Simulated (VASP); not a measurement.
Mo2Br:

```
Mo Br
1.0
     0.00000    4.06994    4.06994
     4.06994    0.00000    4.06994
     4.06994    4.06994    0.00000
Mo Br
4 2
Direct
  0.12500 0.62500 0.12500
  0.12500 0.12500 0.62500
  0.62500 0.12500 0.12500
  0.12500 0.12500 0.12500
  0.75000 0.75000 0.75000
  0.50000 0.50000 0.50000
```

The cell was built from a structure type or drawn by symmetry, and may not be a known phase.

| Property | Result |
| --- | --- |
| Program | VASP 6.6.1 |
| Task | relaxation of cell and atoms |
| Functional | PBE |
| Potentials or basis | VASP PAW PBE potentials, release 64 (Mo_sv, Br) |
| Cutoff | 600 eV |
| k mesh | 4 × 4 × 4 |
| Occupations | gaussian, width 0.1 eV |
| Spin | collinear spin |
| Starting moments | [1.0, 1.0, 1.0, 1.0, 0.0, 0.0] μB |

At the start: pressure -15.3 GPa; volume 22.47 Å³/atom.

Problem. How do energy, volume and symmetry change on relaxing?

Solution. Over 3 steps the energy falls by 235.5 meV/atom and the volume is 18.50 Å³/atom (-17.7 %); space group Fd-3m (No. 227, to 0.1 Å) before and after; moment 0.00 μB per cell.

Step by step:
| step | energy change (eV) | largest force (eV/Å) | pressure (GPa) | volume (Å³) |
| --- | --- | --- | --- | --- |
| 1 | 0.0000 | 0.0000 | -15.31 | 134.83 |
| 2 | -0.5854 | 0.0000 | 21.74 | 97.12 |
| 3 | -1.4127 | 0.0000 | -0.26 | 111.00 |

Final structure:
```
CELL_PARAMETERS angstrom
0.00000 3.81446 3.81446
3.81446 0.00000 3.81446
3.81446 3.81446 0.00000
ATOMIC_POSITIONS crystal
Mo 0.12500 0.62500 0.12500
Mo 0.12500 0.12500 0.62500
Mo 0.62500 0.12500 0.12500
Mo 0.12500 0.12500 0.12500
Br 0.75000 0.75000 0.75000
Br 0.50000 0.50000 0.50000
```

Caveat: the volume moved by over 15 % at a fixed basis, so the end points are rough.
